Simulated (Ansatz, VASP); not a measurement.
## Two plane-wave programs on MgO

```
CELL_PARAMETERS angstrom
0.00000 2.10211 2.19670
2.10211 0.00000 2.19670
2.10211 2.10211 0.00000
ATOMIC_POSITIONS crystal
Mg 0.00000 0.00000 0.00000
O 0.50000 0.50000 0.50000
```

Change from the starting cell: strain +0.0450 x Voigt [0, 0, 1, 0, 0, 0], atoms carried along.

Alike in both runs: task single point; functional r2SCAN; k mesh 10 × 10 × 10; occupations gaussian, width 0.05 eV; no spin polarisation.

|  | VASP | Ansatz |
| --- | --- | --- |
| version | VASP 6.6.1 | Ansatz 0.2.0 |
| potentials or method | VASP PAW PBE potentials, release 64 (Mg, O), cutoff 520 eV | scalar-relativistic, plane waves, PAW |
| valence electrons in the cell | 8 | 16 |

|  | VASP | Ansatz | Ansatz less VASP |
| --- | --- | --- | --- |
| gap on the k mesh at the Fermi level (eV) | 5.15 | 5.18 | +0.026 |
| least direct gap on the mesh (eV) | 5.15 | 5.18 | +0.026 |
| pressure (GPa) | -7.2 | -6.1 | +1.11 |
| traceless stress, the component that is largest in VASP (GPa) | -4.44 | -4.50 | -0.057 |

VASP's potentials were made for PBE, not for r2SCAN. The functional is the same, so the differences come from potentials, cutoffs and numerics. VASP's potentials hold 8 valence electrons a cell and Ansatz's 16, so a difference there can come from the potentials and not from the codes.
